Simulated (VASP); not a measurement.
# Ta3HN3 in VASP: a series of runs

Runs on Ta3HN3. Level: PBE. Tasks: single point.

All numbers are computed with VASP 6.6.1; they aren't measurements. Logs are shortened: lines on timing, memory, paths and dates and some standing lists are left out, and cuts for length are marked.

**1. The cell of the first run**

The cell holds a slab with vacuum, 7 atoms: a = 3.123 Å, b = 3.123 Å, c = 21.591 Å, α = 90.00°, β = 90.00°, γ = 90.00°.

**2. Single point, PBE, collinear spin**

Contents of INCAR:

```
  ALGO = Normal
  DIPOL = 0.5 0.5 0.321
  EDIFF = 1E-6
  ENCUT = 520
  GGA = PE
  IDIPOL = 3
  ISIF = 2
  ISMEAR = 0
  ISPIN = 2
  LASPH = True
  LCHARG = False
  LDIPOL = True
  LMAXMIX = 4
  LORBIT = 11
  LREAL = False
  LWAVE = False
  MAGMOM = 0 0 0 0 0 0 1
  NBANDS = 38
  NELM = 150
  PREC = Accurate
  SIGMA = 0.1
```

Contents of KPOINTS:

```
k-points
0
Gamma
  9 9 1
```

Contents of POSCAR:

```
Ta3HN3
1.0
    3.1228193035      0.0000000000      0.0000000000
    0.0000000000      3.1228193035      0.0000000000
    0.0000000000      0.0000000000     21.5908392430
Ta N H
3 3 1
Direct
    0.0000000000      0.0000000000      0.1852637572
    0.5000000000      0.5000000000      0.2890369107
    0.0000000000      0.0000000000      0.3832407719
    0.5000000000      0.5000000000      0.1852637572
    0.0000000000      0.0000000000      0.2843927699
    0.5000000000      0.5000000000      0.3978927890
    0.7500000000      0.7500000000      0.5252616221
```

Potentials or basis: VASP PAW PBE potentials, release 64 (Ta_pv, N, H).

The run is started by

```console
cat potpaw_PBE.64/Ta_pv/POTCAR potpaw_PBE.64/N/POTCAR potpaw_PBE.64/H/POTCAR > POTCAR
mpirun -np 1 vasp_std > vasp.out
```

OUTCAR:

```text
EDIFF = 1E-6
   ENCUT = 520
   GGA = PE
   ISIF = 2
   ISMEAR = 0
   ISPIN = 2
   LASPH = True
   LORBIT = 11
   LREAL = False
   NELM = 150
   PREC = Accurate

 ion  position               nearest neighbor table
   1  0.000  0.000  0.185-   5 2.14   4 2.21   4 2.21   4 2.21   4 2.21   2 3.15   2 3.15   2 3.15
                             2 3.15
   2  0.500  0.500  0.289-   5 2.21   5 2.21   5 2.21   5 2.21   4 2.24   6 2.35   3 3.00   3 3.00
                             3 3.00   3 3.00   1 3.15   1 3.15   1 3.15   1 3.15
   3  0.000  0.000  0.383-   5 2.13   6 2.23   6 2.23   6 2.23   6 2.23   2 3.00   2 3.00   2 3.00
                             2 3.00
   4  0.500  0.500  0.185-   1 2.21   1 2.21   1 2.21   1 2.21   2 2.24
   5  0.000  0.000  0.284-   3 2.13   1 2.14   2 2.21   2 2.21   2 2.21   2 2.21
   6  0.500  0.500  0.398-   3 2.23   3 2.23   3 2.23   3 2.23   2 2.35
   7  0.750  0.750  0.525-

  LATTYP: Found a simple tetragonal cell.
 ALAT       =     3.1228193035
 C/A-ratio  =     6.9138932306

  Lattice vectors:

 A1 = (   3.1228193035,   0.0000000000,   0.0000000000)
 A2 = (   0.0000000000,   3.1228193035,   0.0000000000)
 A3 = (   0.0000000000,   0.0000000000,  21.5908392430)

Analysis of symmetry for initial positions (statically):
=====================================================================
 Subroutine PRICEL returns:
 Original cell was already a primitive cell.

 Routine SETGRP: Setting up the symmetry group for a
 simple tetragonal supercell.

 Subroutine GETGRP returns: Found  2 space group operations
 (whereof  2 operations were pure point group operations)
 out of a pool of 16 trial point group operations.

The static configuration has the point symmetry C_1h.

Analysis of symmetry for dynamics (positions and initial velocities):
=====================================================================
 Subroutine PRICEL returns:
 Original cell was already a primitive cell.

 Routine SETGRP: Setting up the symmetry group for a
 simple tetragonal supercell.

 Subroutine GETGRP returns: Found  2 space group operations
 (whereof  2 operations were pure point group operations)
 out of a pool of 16 trial point group operations.

The dynamic configuration has the point symmetry C_1h.

Analysis of structural, dynamic, and magnetic symmetry:
=====================================================================
 Subroutine PRICEL returns:
 Original cell was already a primitive cell.

 Routine SETGRP: Setting up the symmetry group for a
 simple tetragonal supercell.

 Subroutine GETGRP returns: Found  2 space group operations
 (whereof  2 operations were pure point group operations)
 out of a pool of 16 trial point group operations.

The overall configuration has the point symmetry C_1h.

 Subroutine INISYM returns: Found  2 space group operations
 (whereof  2 operations are pure point group operations),
 and found     1 'primitive' translations

----------------------------------------------------------------------------------------

                                     Primitive cell

  volume of cell :     210.5539

  direct lattice vectors                    reciprocal lattice vectors
     3.122819304  0.000000000  0.000000000     0.320223459  0.000000000  0.000000000
     0.000000000  3.122819304  0.000000000     0.000000000  0.320223459  0.000000000
     0.000000000  0.000000000 21.590839243     0.000000000  0.000000000  0.046315939

  length of vectors
     3.122819304  3.122819304 21.590839243     0.320223459  0.320223459  0.046315939

  position of ions in fractional coordinates (direct lattice)
     0.000000000  0.000000000  0.185263757
     0.500000000  0.500000000  0.289036911
     0.000000000  0.000000000  0.383240772
     0.500000000  0.500000000  0.185263757
     0.000000000  0.000000000  0.284392770
     0.500000000  0.500000000  0.397892789
     0.750000000  0.750000000  0.525261622

  ion indices of the primitive-cell ions
   primitive index   ion index
                 1           1
[... 63 lines left out ...]
   dimension x,y,z NGXF=    48 NGYF=   48 NGZF=  324
   ions per type =               3   3   1
   NGX,Y,Z   is equivalent  to a cutoff of  12.78, 12.78, 12.47 a.u.
   NGXF,Y,Z  is equivalent  to a cutoff of  25.55, 25.55, 24.95 a.u.
 SYSTEM =  unknown system
   PREC   = accura    normal or accurate (medium, high low for compatibility)
   ISTART =      0    job   : 0-new  1-cont  2-samecut
   ICHARG =      2    charge: 1-file 2-atom 10-const
   ISPIN  =      2    spin polarized calculation?
   LNONCOLLINEAR =      F non collinear calculations
   LSORBIT =      F    spin-orbit coupling
   LASPH  =      T    aspherical Exc in radial PAW
   ENCUT  =  520.0 eV  38.22 Ry    6.18 a.u.   5.81  5.81 40.14*2*pi/ulx,y,z
   NELM   =    150;   NELMIN=  2; NELMDL= -5     # of ELM steps
   EDIFF  = 0.1E-05   stopping-criterion for ELM
   LREAL  =      F    real-space projection
   EDIFFG = 0.1E-04   stopping-criterion for IOM
   NSW    =      0    number of steps for IOM
   IBRION =     -1    ionic relax: 0-MD 1-quasi-New 2-CG
   NFREE  =      0    steps in history (QN), initial steepest desc. (CG)
   ISIF   =      2    stress and relaxation
   ISYM   =      2    0-nonsym 1-usesym 2-fastsym
   POTIM  = 0.5000    time-step for ionic-motion
   TEBEG  =    0.0;   TEEND  =   0.0 temperature during run
   PSTRESS=    0.0 pullay stress
   NELECT =      49.0000    total number of electrons
   NUPDOWN=      -1.0000    fix difference up-down
   EMIN   =  10.00;   EMAX   =-10.00  energy-range for DOS
   EFERMI =   0.00;   METHOD = LEGACY
   ISMEAR =     0;   SIGMA  =   0.10  broadening in eV -4-tet -1-fermi 0-gaus
   EFERMI_NEDOS =   21; number of points for ismear=-14 and -15
   IALGO  =     38    algorithm
   IMIX   =      4    mixing-type and parameters
     AMIX     =   0.40;   BMIX     =  1.00
     AMIX_MAG =   1.60;   BMIX_MAG =  1.00
  volume/ion in A,a.u.               =      30.08       202.98
  Fermi-wavevector in a.u.,A,eV,Ry     =   1.006976  1.902909 13.796316  1.014001
  Thomas-Fermi vector in A             =   2.139752
   LORBIT       =     11    0 simple, 1 ext, 2 COOP (PROOUT), +10 PAW based schemes
   GGA     = PE    functional components
   LHFCALC =     F    Hartree Fock is set to
   AEXX    =    0.0000 exact exchange contribution
   IVDW    =     0    specifies the selected vdW correction
   LEPSILON=     F    determine dielectric tensor
   LRPA    =     F    only Hartree local field effects (RPA)
 spin polarized calculation
 Gauss-broadening in eV      SIGMA  =   0.10
  energy-cutoff  :      520.00
  volume of cell :      210.55
 maximum number of plane-waves:      5708
   NGX = 11   NGY = 11   NGZ = 81

 dipolmoment           0.000000      0.000000     -0.595622 electrons x Angstroem

 number of electron      49.0000000 magnetization       0.5125008

 dipolmoment           0.000000      0.000000      0.092335 electrons x Angstroem

 Free energy of the ion-electron system (eV)
  ---------------------------------------------------
  ext. energy  EPLUGINS =         0.00000000
  ---------------------------------------------------
  free energy    TOTEN  =       -65.05277261 eV

  energy without entropy =      -65.03042684  energy(sigma->0) =      -65.04159972

 E-fermi :  -0.1552     XC(G=0):  -5.4347

 val. band max:       -0.1642160952   @ k =   0.0000   0.0000   0.0000
 cond. band min:      -0.1340375451   @ k =   0.3333   0.0000   0.0000
 fundamental gap:      0.0301785501
 Fermi energy:        -0.1551819163

 spin component 1

 k-point     1 :       0.0000    0.0000    0.0000
  band No.  band energies     occupation
      1     -36.4030      1.00000
      2     -36.2524      1.00000
      3     -36.0675      1.00000
      4     -36.0669      1.00000
      5     -35.9332      1.00000
      6     -35.9330      1.00000
[... 925 lines left out ...]
     35       4.1355      0.00000
     36       4.3016      0.00000

 [... further k-points ...]

 spin component 2

 k-point     1 :       0.0000    0.0000    0.0000
  band No.  band energies     occupation
      1     -36.5041      1.00000
      2     -36.3313      1.00000
      3     -36.1177      1.00000
      4     -36.1172      1.00000
      5     -35.9620      1.00000
      6     -35.9617      1.00000
[... 925 lines left out ...]
     35       4.1249      0.00000
     36       4.2646      0.00000

 [... further k-points ...]

 [bands above 36 left out]

------------------------ aborting loop because EDIFF is reached ----------------------------------------

 vacuum level on the upper side and lower side of the slab       (xc-potential included)         0.868        -0.794

  FORCE on cell =-STRESS in cart. coord.  units (eV):
  Direction    XX          YY          ZZ          XY          YZ          ZX
  --------------------------------------------------------------------------------------
  -------------------------------------------------------------------------------------
  Total       -8.3711479     -8.3711479     -1.1253402     -0.0226923      0.2941261      0.2941262
  in kB      -63.6989629    -63.6989629     -8.5631030     -0.1726736      2.2381075      2.2381079
  external PRESSURE =     -45.3203429 kB  Pullay stress =       0.0000000 kB

 VOLUME and BASIS-vectors are now :
 -----------------------------------------------------------------------------
  energy-cutoff  :      520.00
  volume of cell :      210.55
      direct lattice vectors                 reciprocal lattice vectors
     3.122819304  0.000000000  0.000000000     0.320223459  0.000000000  0.000000000
     0.000000000  3.122819304  0.000000000     0.000000000  0.320223459  0.000000000
     0.000000000  0.000000000 21.590839243     0.000000000  0.000000000  0.046315939

 POSITION                                       TOTAL-FORCE (eV/Angst)
 -----------------------------------------------------------------------------------
      0.00000      0.00000      4.00000         0.011867      0.011867      1.207495
      1.56141      1.56141      6.24055        -0.008536     -0.008536      0.077654
      0.00000      0.00000      8.27449        -0.077876     -0.077876      0.923759
      1.56141      1.56141      4.00000        -0.004929     -0.004929     -1.150280
      0.00000      0.00000      6.14028         0.006393      0.006393     -0.248079
      1.56141      1.56141      8.59084        -0.034854     -0.034854     -0.470180
      2.34211      2.34211     11.34084         0.107936      0.107936     -0.340370
 -----------------------------------------------------------------------------------
    total drift:                                0.000039      0.000039     -0.000013

  FREE ENERGIE OF THE ION-ELECTRON SYSTEM (eV)
  ---------------------------------------------------
  free  energy   TOTEN  =       -65.0527726056 eV

  energy  without entropy=      -65.0304268431  energy(sigma->0) =      -65.04159972

 vacuum level on the upper side and lower side of the slab         5.173         3.376

 total charge

# of ion       s       p       d       tot
------------------------------------------
    1        0.281   6.180   2.313   8.774
    2        0.264   6.209   2.486   8.958
    3        0.271   6.189   2.329   8.789
    4        1.237   2.458   0.000   3.695
    5        1.230   2.530   0.000   3.760
    6        1.244   2.406   0.000   3.650
    7        0.383   0.000   0.000   0.383
--------------------------------------------------
tot          4.910  25.972   7.128  38.009

 magnetization (x)

# of ion       s       p       d       tot
------------------------------------------
    1       -0.008  -0.004  -0.102  -0.114
    2       -0.000   0.000  -0.012  -0.012
    3       -0.006  -0.003  -0.067  -0.075
    4       -0.000   0.010   0.000   0.010
    5       -0.002   0.005   0.000   0.003
    6        0.001   0.020   0.000   0.022
    7        0.325   0.000   0.000   0.325
--------------------------------------------------
tot          0.310   0.028  -0.180   0.158
```

Wall time 6 min (1 thread of Intel Xeon 6975P-C (Granite Rapids), shared host); peak memory 0.56 GiB.

What came out:

* Free energy: -65.0528 eV
* Largest force: 1.208 eV/Å
* Net moment: 0.51 μB per cell
* Site moments: Ta -0.11, -0.01, -0.07; N +0.01, +0.00, +0.02; H +0.33 μB
* Valence electrons inside the program's atomic spheres: Ta 8.77, 8.96, 8.79; N 3.69, 3.76, 3.65; H 0.38

Forces in eV/Å, atoms in the order of the input:
```
Ta   0.012  0.012  1.207
Ta  -0.009 -0.009  0.078
Ta  -0.078 -0.078  0.924
N   -0.005 -0.005 -1.150
N    0.006  0.006 -0.248
N   -0.035 -0.035 -0.470
H    0.108  0.108 -0.340
```

Caveat: a moment this small can come from the mesh or the smearing; spin-orbit coupling is left out, which moves the levels of the heavy elements.

**3. Single point, PBE, collinear spin**

Contents of INCAR:

```
SYSTEM = Ta3HN3
ALGO = Normal ; DIPOL = 0.5 0.5 0.311
EDIFF = 1E-7 ; ENCUT = 520
GGA = PE ; IDIPOL = 3
ISIF = 2 ; ISMEAR = 0
ISPIN = 2 ; LASPH = .TRUE.
LCHARG = .FALSE. ; LDIPOL = .TRUE.
LMAXMIX = 4 ; LORBIT = 11
LREAL = .FALSE. ; LWAVE = .FALSE.
MAGMOM = 0 0 0 0 0 0 1 ; NBANDS = 38
NELM = 150 ; PREC = Accurate
SIGMA = 0.1
```

Contents of KPOINTS:

```
k-points
0
G
  9 9 1
  0 0 0
```

Edit POSCAR of step 2 so:

```diff
@@ -14,2 +14,2 @@
     0.5000000000      0.5000000000      0.3978927890
-    0.7500000000      0.7500000000      0.5252616221
+    0.7500000000      0.7500000000      0.4502298004
```

Potentials or basis: VASP PAW PBE potentials, release 64 (Ta_pv, N, H).

The run is started by

```console
cat potpaw_PBE.64/Ta_pv/POTCAR potpaw_PBE.64/N/POTCAR potpaw_PBE.64/H/POTCAR > POTCAR
mpirun -np 1 vasp_std > vasp.out
```

Run time: 9.9 min. Hardware: 1 thread of Intel Xeon Platinum 8488C (Sapphire Rapids), shared host; peak memory 0.56 GiB.

Results (log left out):

| Quantity | Value |
| --- | --- |
| Free energy | -66.1207 eV |
| Largest force | 1.986 eV/Å |
| Net moment | 0.00 μB per cell |
| Valence electrons inside the program's atomic spheres | Ta 8.78, 8.96, 8.89; N 3.69, 3.76, 3.65; H 0.52 |

Forces on the atoms (eV/Å):
```
Ta   0.066  0.066  1.616
Ta  -0.076 -0.076 -0.482
Ta   0.011  0.011  1.748
N   -0.054 -0.054 -1.365
N    0.123  0.123 -0.954
N   -0.766 -0.766 -1.664
H    0.696  0.696  1.101
```

Levels at points of the mesh, in eV from the Fermi level:
Spin up:
| k point | band 21 | band 22 | band 23 | band 24 | band 25 | band 26 | band 27 | band 28 |
| --- | --- | --- | --- | --- | --- | --- | --- | --- |
| (0.00, 0.00, 0.00) | -3.53 | -3.47 | -3.27 | -2.09 | -1.52 | -0.86 | -0.79 | 0.39 |
Spin down:
```
           k point  band 20  band 21  band 22  band 23  band 24  band 25  band 26  band 27  band 28  band 29
(0.00, 0.00, 0.00)    -3.59    -3.53    -3.47    -3.27    -2.09    -1.52    -0.86    -0.79     0.39     0.56
```

Caveat: spin-orbit coupling is left out, which moves the levels of the heavy elements.

(Part 1 of 2 ends here.)
